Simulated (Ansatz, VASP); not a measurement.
MnS: VASP beside Ansatz

Contents of INCAR:

```
PREC     = Accurate       # precision mode
ENCUT    = 520            # plane-wave cutoff, eV
EDIFF    = 1E-7           # SCF threshold, eV
ISMEAR   = 1              # smearing method
SIGMA    = 0.1            # smearing width, eV
LREAL    = False          # projectors in reciprocal space
LASPH    = True           # aspherical terms in the spheres
NELM     = 150            # most SCF steps
ALGO     = Normal         # electronic algorithm
ISIF     = 2              # what is computed and relaxed
LWAVE    = False          # write WAVECAR
LCHARG   = False          # write CHGCAR
ISPIN    = 2              # spin polarisation
MAGMOM   = 4.57 0.14      # initial moments
LORBIT   = 11             # projections on sites
LMAXMIX  = 4              # l up to which the mixer works
LDAU     = True           # DFT+U
LDAUTYPE = 1            
LDAUL    = 2 -1           # shell
LDAUU    = 3.4 0          # U, eV
LDAUJ    = 0.51 0       
LDAUPRINT= 1            
GGA      = PE             # functional
NBANDS   = 20             # bands
```

The input KPOINTS:

```
Automatic mesh
0
Gamma
  4 4 4
```

The input POSCAR:

```
MnS
1.0
    0.0000000000      2.8000000000      2.8000000000
    2.8000000000      0.0000000000      2.8000000000
    2.8000000000      2.8000000000      0.0000000000
Mn S
1 1
Direct
    0.5220000000      0.0890000000      0.9550000000
    1.2720000000      0.8390000000      1.7050000000
```

Input for Ansatz:

```yaml
crystal:
  lattice:
    - [0.0, 2.8, 2.8]
    - [2.8, 0.0, 2.8]
    - [2.8, 2.8, 0.0]
  atoms:
    - { symbol: Mn, position: [0.522, 0.089, 0.955], spin: 4.57 }
    - { symbol: S, position: [1.272, 0.839, 1.705], spin: 0.14 }
basis:
  ecutwfc: 420
kpoints:
  mp_grid: { grid: [4, 4, 4] }
hamiltonian:
  xc: pbe
  hubbard: { sites: [{ species: Mn, l: d, u: 3.4, j: 0.51 }] }
scf:
  occupations: { method: cold }
  lower_state_search: "off"
output:
  forces: true
  stress: true
  eigenvalues: true
  populations: true
magnetization:
  spin_polarized: true
```

Alike in both runs: task single point; functional PBE; k mesh 4 × 4 × 4; collinear spin; Hubbard terms Mn d U = 3.4 eV, J = 0.51 eV.

|  | VASP | Ansatz |
| --- | --- | --- |
| version | VASP 6.6.1 | Ansatz 0.2.0 |
| potentials or method | VASP PAW PBE potentials, release 64 (Mn_pv, S), cutoff 520 eV | scalar-relativistic, plane waves, PAW |
| occupations | methfessel-paxton of order 1, width 0.1 eV | cold |
| valence electrons in the cell | 19 | 21 |

VASP gave:

```
gap on the k mesh at the Fermi level (eV)                     : 0.80
least direct gap on the mesh (eV)                             : 1.19
pressure (GPa)                                                : 4.5
net moment per atom (μB)                                      : 2.50
size of the moment on the site where the two differ most (μB) : 4.52
```

Question: Estimate Ansatz's values.

Answer: gap on the k mesh at the Fermi level (eV): 0.97; least direct gap on the mesh (eV): 1.16; pressure (GPa): 4.5; net moment per atom (μB): 2.50; size of the moment on the site where the two differ most (μB): 4.31.

Site moments also hang on the region over which each program counts them. The programs project onto different local orbitals, so the same U acts differently, and such runs can settle in different states. VASP's potentials hold 19 valence electrons a cell and Ansatz's 21, so a difference there can come from the potentials and not from the codes. Ansatz's warnings: stability check not made.

The k mesh is coarse, so the values compare programs but aren't converged.
